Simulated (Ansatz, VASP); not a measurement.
Two plane-wave programs on Cr

File INCAR:

```
SYSTEM = Cr
ALGO = Normal
EDIFF = 1E-7
ENCUT = 520
GGA = RE
ISIF = 2
ISMEAR = -1
LASPH = .True.
LCHARG = .True.
LELF = .True.
LREAL = .False.
LVHAR = .True.
LWAVE = .False.
NBANDS = 19
NELM = 60
PREC = Accurate
SIGMA = 0.1
```

File KPOINTS:

```
k-points
0
Gamma
  16 16 8
  0 0 0
```

The input POSCAR:

```
Cr
1.0
    2.5983639320      0.0000000000      0.0000000000
   -1.2991819660      2.2502491734      0.0000000000
    0.0000000000      0.0000000000      4.6409404521
Cr
2
Direct
    0.3333333333      0.6666666667      0.2500000000
    0.6666666667      0.3333333333      0.7500000000
```

Input for Ansatz:

```yaml
crystal:
  lattice:
    - [2.598363932, 0.0, 0.0]
    - [-1.299181966, 2.2502491734, 0.0]
    - [0.0, 0.0, 4.6409404521]
  atoms:
    - { symbol: Cr, position: [0.3333333333, 0.6666666667, 0.25] }
    - { symbol: Cr, position: [0.6666666667, 0.3333333333, 0.75] }
hamiltonian:
  xc: revpbe
  pseudopotentials:
    kind: paw
    azcp:
      Cr: "pseudopotentials/Cr.paw.azcp"
basis:
  ecutwfc: 420
  fft_grid_basis: typed
kpoints:
  mp_grid: { grid: [16, 16, 8], shift: [0, 0, 0] }
magnetization:
  spin_polarized: false
scf:
  occupations: { method: fermi_dirac, width: 0.1 }
  lower_state_search: "off"
output:
  stress: true
```

Alike in both runs: task single point; functional revPBE; k mesh 16 × 16 × 8; occupations fermi-dirac, width 0.1 eV; no spin polarisation.

|  | VASP | Ansatz |
| --- | --- | --- |
| version | VASP 6.6.1 | Ansatz 0.2.0 |
| potentials or method | VASP PAW PBE potentials, release 64 (Cr_pv), cutoff 520 eV | plane waves (420 eV) with PAW, scalar-relativistic |
| valence electrons in the cell | 24 | 28 |

```csv
,VASP,Ansatz,Ansatz less VASP
pressure (GPa),-20.2,-20.0,+0.18
"traceless stress, the component that is largest in VASP (GPa)",1.48,1.42,-0.064
```

VASP's potentials were made for PBE, not for revPBE. VASP's potentials hold 24 valence electrons a cell and Ansatz's 28, so a difference there can come from the potentials and not from the codes.
